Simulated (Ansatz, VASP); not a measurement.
**Two plane-wave programs on In2Sb**

```
In Sb
1.0
     0.00000    3.46835    3.46835
     3.46835    0.00000    3.46835
     3.46835    3.46835    0.00000
In Sb
2 1
Direct
  0.25000 0.25000 0.25000
  0.75000 0.75000 0.75000
  0.00000 0.00000 0.00000
```

Alike in both runs: task relaxation of cell and atoms; functional r2SCAN; k mesh 4 × 4 × 4; occupations gaussian, width 0.1 eV; no spin polarisation.

|  | VASP | Ansatz |
| --- | --- | --- |
| version | VASP 6.6.1 | Ansatz 0.2.0 |
| potentials or method | VASP PAW PBE potentials, release 64 (In_d, Sb), cutoff 600 eV | scalar-relativistic, plane waves, PAW |
| valence electrons in the cell | 31 | 41 |

|  | VASP | Ansatz | Ansatz less VASP |
| --- | --- | --- | --- |
| gap on the k mesh at the Fermi level, each at its own relaxed structure (eV) | none | none | - |
| relaxed volume (Å³/atom) | 33.51 | 33.57 | +0.060 |
| relaxed cell length with the largest relative difference (Å) | 5.219 | 5.222 | +0.0031 |

VASP's potentials were made for PBE, not for r2SCAN. A gap of «none» marks a metal or a gap that the smearing closes. VASP's potentials hold 31 valence electrons a cell and Ansatz's 41, so a difference there can come from the potentials and not from the codes.

The k mesh is coarse, so the values compare programs but aren't converged. Neither program's run includes spin-orbit coupling. Noted on VASP's run: the volume moved by over 15 % at a fixed basis, so the end points are rough.
